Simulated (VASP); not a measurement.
Here is a VASP 6.6.1 calculation.

Contents of INCAR:

```
PREC = Accurate ; ENCUT = 520
EDIFF = 1E-7 ; ISMEAR = -1
SIGMA = 0.05 ; LREAL = F
LASPH = T ; NELM = 80
ALGO = Normal ; ISIF = 2
LWAVE = F ; LCHARG = F
GGA = PE ; NBANDS = 8
```

Contents of KPOINTS:

```
regular mesh
0
Gamma
  19 19 19
```

File POSCAR:

```
Sb
1.0
   -1.5248049028      1.5248049028      2.5126353215
    1.5248049028     -1.5248049028      2.5126353215
    1.5248049028      1.5248049028     -2.5126353215
Sb
1
Direct
    0.0000000000      0.0000000000      0.0000000000
```

Potentials or basis: VASP PAW PBE potentials, release 64 (Sb).

Launch:

```bash
$ cat potpaw_PBE.64/Sb/POTCAR > POTCAR
$ mpirun -np 1 vasp_std > vasp.out
```

Problem. Estimate the pressure.

Solution. 14.2 GPa.

Stress tensor (GPa, compression positive):
```
14.70  0.00  0.00
 0.00 14.70  0.00
 0.00  0.00 13.16
```
